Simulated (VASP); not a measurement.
Runs of VASP 6.6.1 on InAs. The structure is that of space group F-43m (No. 216), or close to it. The cells are those of the table. 

```csv
cell,k mesh,smearing,gap on the mesh (eV),pressure (GPa)
"a = 4.376 Å, angles 60.0°, 2 atoms",6 × 6 × 6,gaussian 0.05 eV,none,0.0
"a = 4.252 Å, angles 60.0°, 2 atoms",6 × 6 × 6,gaussian 0.05 eV,none,5.2
"a = 4.376 Å, angles 60.0°, 2 atoms",8 × 8 × 8,fermi-dirac 0.15 eV,none,0.0
"a = 4.312 Å, angles 60.0°, 2 atoms",6 × 6 × 6,gaussian 0.05 eV,none,(a)
```

Alike in all rows: level PBE; potentials or basis VASP PAW PBE potentials, release 64 (In_d, As); no spin polarisation.

**Question.** Fill in the values left out.

**Answer.** (a) 2.4.

Caveats: semilocal functionals underestimate gaps, so a narrow gap can read as zero; spin-orbit coupling is left out, which moves the levels of the heavy elements; the cell stands under pressure (at least some runs).

A k mesh can miss the band edges, and the runs leave out spin-orbit coupling on As, In.

A gap of «none» marks levels without a gap at the run's occupations.
